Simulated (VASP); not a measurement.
# Ca (P6_3/mmc) in VASP: a series of runs

The runs below take Ca through single point, with PBEsol.

Everything below comes from runs of VASP 6.6.1. Logs are shortened: lines on timing, memory, paths and dates and some standing lists are left out, and cuts for length are marked.

**1. The cell of the first run**

It takes space group P6_3/mmc (No. 194, hexagonal). Conventional cell: a = 3.047 Å, b = 3.047 Å, c = 5.074 Å, α = 90.00°, β = 90.00°, γ = 120.00°. Within 4.0 Å of Ca (site symmetry -6m2) lie 12 Ca at 3.05 to 3.09 Å.

This isn't the form of Ca at room conditions, which is fcc.

**2. Single point, PBEsol**

The input, INCAR:

```
SYSTEM = Ca
ALGO = Normal
EDIFF = 1E-7
ENCUT = 520
GGA = PS
ISIF = 2
ISMEAR = -1
LASPH = .True.
LCHARG = .False.
LREAL = .False.
LWAVE = .False.
NBANDS = 17
NELM = 100
PREC = Accurate
SIGMA = 0.08
```

The input, KPOINTS:

```
k-points
0
Gamma
  11 11 6
  0 0 0
```

The input, POSCAR:

```
Ca
1.0
    3.0467535500      0.0000000000      0.0000000000
   -1.5233767750      2.6385659733      0.0000000000
    0.0000000000      0.0000000000      5.0744800069
Ca
2
Direct
    0.3333333333      0.6666666667      0.2500000000
    0.6666666667      0.3333333333      0.7500000000
```

Potentials or basis: VASP PAW PBE potentials, release 64 (Ca_sv).

Run with:

```sh
$ cat potpaw_PBE.64/Ca_sv/POTCAR > POTCAR
$ mpirun -np 1 vasp_std > vasp.out
```

OUTCAR:

```text
SYSTEM = Ca
   EDIFF = 1E-7
   ENCUT = 520
   GGA = PS
   ISIF = 2
   ISMEAR = -1
   LASPH = .True.
   LREAL = .False.
   NELM = 100
   PREC = Accurate

 ion  position               nearest neighbor table
   1  0.333  0.667  0.250-   2 3.09   2 3.09   2 3.09   2 3.09   2 3.09   2 3.09
   2  0.667  0.333  0.750-   1 3.09   1 3.09   1 3.09   1 3.09   1 3.09   1 3.09

  LATTYP: Found a hexagonal cell.
 ALAT       =     3.0467535500
 C/A-ratio  =     1.6655367504

  Lattice vectors:

 A1 = (   3.0467535500,   0.0000000000,   0.0000000000)
 A2 = (  -1.5233767750,   2.6385659733,   0.0000000000)
 A3 = (   0.0000000000,   0.0000000000,   5.0744800069)

Analysis of symmetry for initial positions (statically):
=====================================================================
 Subroutine PRICEL returns:
 Original cell was already a primitive cell.

 Routine SETGRP: Setting up the symmetry group for a
 hexagonal supercell.

 Subroutine GETGRP returns: Found 24 space group operations
 (whereof 12 operations were pure point group operations)
 out of a pool of 24 trial point group operations.

The static configuration has the point symmetry D_3d.
 The point group associated with its full space group is D_6h.

Analysis of symmetry for dynamics (positions and initial velocities):
=====================================================================
 Subroutine PRICEL returns:
 Original cell was already a primitive cell.

 Routine SETGRP: Setting up the symmetry group for a
 hexagonal supercell.

 Subroutine GETGRP returns: Found 24 space group operations
 (whereof 12 operations were pure point group operations)
 out of a pool of 24 trial point group operations.

The dynamic configuration has the point symmetry D_3d.
 The point group associated with its full space group is D_6h.

 Subroutine INISYM returns: Found 24 space group operations
 (whereof 12 operations are pure point group operations),
 and found     1 'primitive' translations

----------------------------------------------------------------------------------------

                                     Primitive cell

  volume of cell :      40.7941

  direct lattice vectors                    reciprocal lattice vectors
     3.046753550  0.000000000  0.000000000     0.328218211  0.189496873  0.000000000
    -1.523376775  2.638565973  0.000000000     0.000000000  0.378993745  0.000000000
     0.000000000  0.000000000  5.074480007     0.000000000  0.000000000  0.197064527

  length of vectors
     3.046753550  3.046753550  5.074480007     0.378993745  0.378993745  0.197064527

  position of ions in fractional coordinates (direct lattice)
     0.333333333  0.666666667  0.250000000
     0.666666667  0.333333333  0.750000000

  ion indices of the primitive-cell ions
   primitive index   ion index
                 1           1
                 2           2

----------------------------------------------------------------------------------------

 KPOINTS: k-points

Automatic generation of k-mesh.
 Grid dimensions read from file:
 generate k-points for:   11   11    6

 Generating k-lattice:

  Cartesian coordinates                     Fractional coordinates (reciprocal lattice)
     0.029838019  0.017226988  0.000000000     0.090909091  0.000000000  0.000000000
     0.000000000  0.034453977  0.000000000     0.000000000  0.090909091  0.000000000
     0.000000000  0.000000000  0.032844088     0.000000000  0.000000000  0.166666667

  Length of vectors
     0.034453977  0.034453977  0.032844088

  Shift w.r.t. Gamma in fractional coordinates (k-lattice)
     0.000000000  0.000000000  0.000000000

 Subroutine IBZKPT returns following result:
 ===========================================

 Found     64 irreducible k-points:

 Following reciprocal coordinates:
            Coordinates               Weight
  0.000000  0.000000  0.000000      1.000000
  0.090909  0.000000  0.000000      6.000000
  0.181818  0.000000  0.000000      6.000000
  0.272727  0.000000  0.000000      6.000000
  0.363636  0.000000  0.000000      6.000000
  0.454545  0.000000  0.000000      6.000000
[... 16 lines left out ...]
  0.090909  0.090909  0.166667     12.000000
  0.181818  0.090909  0.166667     24.000000
 [... further k-points ...]
   k-points           NKPTS =     64   k-points in BZ     NKDIM =     64   number of bands    NBANDS=     17
   number of dos      NEDOS =    301   number of ions     NIONS =      2
   total plane-waves  NPLWV =  23040
   dimension x,y,z NGX =    24 NGY =   24 NGZ =   40
   dimension x,y,z NGXF=    48 NGYF=   48 NGZF=   80
   ions per type =               2
   NGX,Y,Z   is equivalent  to a cutoff of  13.10, 13.10, 13.10 a.u.
   NGXF,Y,Z  is equivalent  to a cutoff of  26.19, 26.19, 26.21 a.u.
 SYSTEM =  Ca
   PREC   = accura    normal or accurate (medium, high low for compatibility)
   ISTART =      0    job   : 0-new  1-cont  2-samecut
   ICHARG =      2    charge: 1-file 2-atom 10-const
   ISPIN  =      1    spin polarized calculation?
   LNONCOLLINEAR =      F non collinear calculations
   LSORBIT =      F    spin-orbit coupling
   LASPH  =      T    aspherical Exc in radial PAW
   ENCUT  =  520.0 eV  38.22 Ry    6.18 a.u.   5.66  5.66  9.44*2*pi/ulx,y,z
   NELM   =    100;   NELMIN=  2; NELMDL= -5     # of ELM steps
   EDIFF  = 0.1E-06   stopping-criterion for ELM
   LREAL  =      F    real-space projection
   EDIFFG = 0.1E-05   stopping-criterion for IOM
   NSW    =      0    number of steps for IOM
   IBRION =     -1    ionic relax: 0-MD 1-quasi-New 2-CG
   NFREE  =      0    steps in history (QN), initial steepest desc. (CG)
   ISIF   =      2    stress and relaxation
   ISYM   =      2    0-nonsym 1-usesym 2-fastsym
   POTIM  = 0.5000    time-step for ionic-motion
   TEBEG  =    0.0;   TEEND  =   0.0 temperature during run
   PSTRESS=    0.0 pullay stress
   NELECT =      20.0000    total number of electrons
   NUPDOWN=      -1.0000    fix difference up-down
   EMIN   =  10.00;   EMAX   =-10.00  energy-range for DOS
   EFERMI =   0.00;   METHOD = LEGACY
   ISMEAR =    -1;   SIGMA  =   0.08  broadening in eV -4-tet -1-fermi 0-gaus
   EFERMI_NEDOS =   21; number of points for ismear=-14 and -15
   IALGO  =     38    algorithm
   IMIX   =      4    mixing-type and parameters
     AMIX     =   0.40;   BMIX     =  1.00
     AMIX_MAG =   1.60;   BMIX_MAG =  1.00
  volume/ion in A,a.u.               =      20.40       137.65
  Fermi-wavevector in a.u.,A,eV,Ry     =   1.290880  2.439410 22.672358  1.666371
  Thomas-Fermi vector in A             =   2.422684
   LORBIT       =      0    0 simple, 1 ext, 2 COOP (PROOUT), +10 PAW based schemes
   GGA     = PS    functional components
   LHFCALC =     F    Hartree Fock is set to
   AEXX    =    0.0000 exact exchange contribution
   IVDW    =     0    specifies the selected vdW correction
   LEPSILON=     F    determine dielectric tensor
   LRPA    =     F    only Hartree local field effects (RPA)
 non-spin polarized calculation
  energy-cutoff  :      520.00
  volume of cell :       40.79
 maximum number of plane-waves:      1114
 NGX is ok and might be reduce to    24
   NGX = 11   NGY = 11   NGZ = 19

 number of electron      20.0000002 magnetization

 Free energy of the ion-electron system (eV)
  ---------------------------------------------------
  ext. energy  EPLUGINS =         0.00000000
  ---------------------------------------------------
  free energy    TOTEN  =        -1.59490546 eV

  energy without entropy =       -1.55946957  energy(sigma->0) =       -1.57718752

 E-fermi :   5.5274     XC(G=0): -10.5358

 val. band max:        5.4842567741   @ k =   0.3636   0.2727   0.5000
 cond. band min:       5.5318240706   @ k =   0.2727   0.0909   0.0000
 fundamental gap:      0.0475672965
 Fermi energy:         5.5274030453

 k-point     1 :       0.0000    0.0000    0.0000
  band No.  band energies     occupation
      1     -34.9701      2.00000
      2     -34.6958      2.00000
      3     -16.7611      2.00000
      4     -15.4994      2.00000
      5     -15.4994      2.00000
      6     -15.3470      2.00000
[... 9 lines left out ...]
     16       9.4120      0.00000
     17      10.3670      0.00000

 k-point     2 :       0.0909    0.0000    0.0000
  band No.  band energies     occupation
      1     -34.9492      2.00000
      2     -34.6846      2.00000
      3     -16.7213      2.00000
      4     -15.5981      2.00000
      5     -15.5281      2.00000
      6     -15.4475      2.00000
[... 9 lines left out ...]
     16       9.6220      0.00000
     17      10.0199      0.00000

 k-point     3 :       0.1818    0.0000    0.0000
  band No.  band energies     occupation
      1     -34.8918      2.00000
      2     -34.6551      2.00000
      3     -16.6085      2.00000
      4     -15.8624      2.00000
      5     -15.7065      2.00000
      6     -15.6014      2.00000
[... 9 lines left out ...]
     16       9.6178      0.00000
     17       9.6861      0.00000

 k-point     4 :       0.2727    0.0000    0.0000
  band No.  band energies     occupation
      1     -34.8123      2.00000
      2     -34.6192      2.00000
      3     -16.4426      2.00000
      4     -16.2043      2.00000
      5     -16.0210      2.00000
      6     -15.6919      2.00000
[... 9 lines left out ...]
     16      10.3355      0.00000
     17      10.6136      0.00000

 k-point     5 :       0.3636    0.0000    0.0000
  band No.  band energies     occupation
      1     -34.7322      2.00000
      2     -34.5918      2.00000
      3     -16.5108      2.00000
      4     -16.2927      2.00000
      5     -16.2569      2.00000
      6     -15.7712      2.00000
[... 9 lines left out ...]
     16      11.4587      0.00000
     17      11.7949      0.00000

 k-point     6 :       0.4545    0.0000    0.0000
  band No.  band energies     occupation
      1     -34.6774      2.00000
      2     -34.5821      2.00000
      3     -16.6888      2.00000
      4     -16.4484      2.00000
      5     -16.1104      2.00000
      6     -15.8170      2.00000
[... 9 lines left out ...]
     16      12.6916      0.00000
     17      12.8428      0.00000

 k-point     7 :       0.0909    0.0909    0.0000
  band No.  band energies     occupation
      1     -34.9100      2.00000
      2     -34.6642      2.00000
      3     -16.6450      2.00000
      4     -15.7560      2.00000
      5     -15.6780      2.00000
      6     -15.5371      2.00000
[... 9 lines left out ...]
     16       9.4451      0.00000
     17       9.9272      0.00000

 k-point     8 :       0.1818    0.0909    0.0000
  band No.  band energies     occupation
      1     -34.8415      2.00000
      2     -34.6315      2.00000
      3     -16.5052      2.00000
      4     -16.0380      2.00000
      5     -15.9380      2.00000
      6     -15.6472      2.00000
[... 9 lines left out ...]
     16       9.7693      0.00000
     17      10.2962      0.00000
[... 203 lines left out ...]
      1     -34.8763      2.00000
      2     -34.6713      2.00000
      3     -16.5483      2.00000
      4     -15.8433      2.00000
      5     -15.7542      2.00000
      6     -15.5879      2.00000
[... 9 lines left out ...]
     16       9.8910      0.00000
     17      10.2006      0.00000

 k-point    20 :       0.2727    0.0000    0.1667
  band No.  band energies     occupation
      1     -34.7996      2.00000
      2     -34.6324      2.00000
      3     -16.4541      2.00000
      4     -16.1492      2.00000
      5     -16.0400      2.00000
      6     -15.6760      2.00000
[... 9 lines left out ...]
     16      10.5687      0.00000
     17      10.6309      0.00000

 k-point    21 :       0.3636    0.0000    0.1667
  band No.  band energies     occupation
      1     -34.7229      2.00000
      2     -34.6013      2.00000
      3     -16.5690      2.00000
      4     -16.3638      2.00000
      5     -16.1175      2.00000
      6     -15.7534      2.00000
[... 9 lines left out ...]
     16      11.4958      0.00000
     17      11.6816      0.00000

 k-point    22 :       0.4545    0.0000    0.1667
  band No.  band energies     occupation
      1     -34.6710      2.00000
      2     -34.5885      2.00000
      3     -16.7225      2.00000
      4     -16.5078      2.00000
      5     -16.0230      2.00000
      6     -15.7982      2.00000
[... 9 lines left out ...]
     16      12.2490      0.00000
     17      12.7308      0.00000

 k-point    23 :       0.0909    0.0909    0.1667
  band No.  band energies     occupation
      1     -34.8940      2.00000
      2     -34.6811      2.00000
      3     -16.5768      2.00000
      4     -15.7358      2.00000
      5     -15.7110      2.00000
      6     -15.5545      2.00000
[... 9 lines left out ...]
     16       9.7227      0.00000
     17      10.2871      0.00000

 k-point    24 :       0.1818    0.0909    0.1667
  band No.  band energies     occupation
      1     -34.8277      2.00000
      2     -34.6459      2.00000
      3     -16.4752      2.00000
      4     -16.0186      2.00000
      5     -15.9475      2.00000
      6     -15.6513      2.00000
[... 9 lines left out ...]
     16       9.9939      0.00000
     17      10.5288      0.00000

 [... further k-points ...]

------------------------ aborting loop because EDIFF is reached ----------------------------------------

  FORCE on cell =-STRESS in cart. coord.  units (eV):
  Direction    XX          YY          ZZ          XY          YZ          ZX
  --------------------------------------------------------------------------------------
  -------------------------------------------------------------------------------------
  Total        8.2484358      8.2484358      8.3071396      0.0000000      0.0000000      0.0000000
  in kB      323.9554946    323.9554946    326.2610728      0.0000000      0.0000000      0.0000000
  external PRESSURE =     324.7240206 kB  Pullay stress =       0.0000000 kB

 VOLUME and BASIS-vectors are now :
 -----------------------------------------------------------------------------
  energy-cutoff  :      520.00
  volume of cell :       40.79
      direct lattice vectors                 reciprocal lattice vectors
     3.046753550  0.000000000  0.000000000     0.328218211  0.189496873  0.000000000
    -1.523376775  2.638565973  0.000000000     0.000000000  0.378993745  0.000000000
     0.000000000  0.000000000  5.074480007     0.000000000  0.000000000  0.197064527

 POSITION                                       TOTAL-FORCE (eV/Angst)
 -----------------------------------------------------------------------------------
     -0.00000      1.75904      1.26862         0.000000      0.000000      0.000000
      1.52338      0.87952      3.80586        -0.000000      0.000000      0.000000
 -----------------------------------------------------------------------------------
    total drift:                                0.000000     -0.000000      0.000000

  FREE ENERGIE OF THE ION-ELECTRON SYSTEM (eV)
  ---------------------------------------------------
  free  energy   TOTEN  =        -1.5949054649 eV

  energy  without entropy=       -1.5594695739  energy(sigma->0) =       -1.57718752
```

Wall time 22 s (1 thread of AMD EPYC 9R45 (Zen 5), shared host); peak memory 0.15 GiB.

Results:

| Property | Result |
| --- | --- |
| Free energy | -1.5949 eV |
| Pressure | 32.5 GPa |
| Band gap on the k mesh | zero (bands 10 and 11 overlap by 0.85 eV) |

Caveat: the cell stands under pressure; the PAW data sets were made with another functional, which shifts forces and pressure a little.

**3. Single point, PBEsol**

This run uses another cell than the first one, of 23.66 Å³/atom.

The input, INCAR:

```
  PREC = Accurate
  ENCUT = 520
  EDIFF = 1E-7
  ISMEAR = -1
  SIGMA = 0.08
  LREAL = F
  LASPH = T
  NELM = 60
  ALGO = Normal
  ISIF = 2
  LWAVE = F
  LCHARG = T
  GGA = PS
  LELF = T
  LVHAR = T
  NBANDS = 17
```

The input, KPOINTS:

```
regular mesh
0
Gamma
  11 11 6
```

The input, POSCAR:

```
Ca
1.0
    3.1971400701      0.0000000000      0.0000000000
   -1.5985700351      2.7688045202      0.0000000000
    0.0000000000      0.0000000000      5.3456541730
Ca
2
Direct
    0.3333333333      0.6666666667      0.2500000000
    0.6666666667      0.3333333333      0.7500000000
```

Potentials or basis: VASP PAW PBE potentials, release 64 (Ca_sv).

Run with:

```sh
$ cat potpaw_PBE.64/Ca_sv/POTCAR > POTCAR
$ mpirun -np 1 vasp_std > vasp.out
```

It took 25 s on 1 thread of AMD EPYC 9R45 (Zen 5), shared host; peak memory 0.15 GiB.

It converged, with:

| Property | Result |
| --- | --- |
| Free energy | -2.6727 eV |
| Pressure | 21.1 GPa |
| Band gap on the k mesh | zero (bands 10 and 11 overlap by 0.47 eV) |

Stress tensor (GPa, compression positive):
```
21.01  0.00  0.00
 0.00 21.01  0.00
 0.00  0.00 21.23
```

Levels at points of the mesh, in eV from the Fermi level:
```csv
k point,band 7,band 8,band 9,band 10,band 11,band 12,band 13,band 14
"(0.00, 0.00, 0.00)",-21.30,-21.29,-4.70,-1.30,1.00,2.87,3.06,3.06
"(0.00, 0.00, 0.50)",-21.35,-21.35,-3.12,-3.12,1.69,1.69,3.06,3.06
```

Caveat: the cell stands under pressure; the PAW data sets were made with another functional, which shifts forces and pressure a little.

The gap in the log of VASP goes by the Fermi energy; the results here count the filled bands.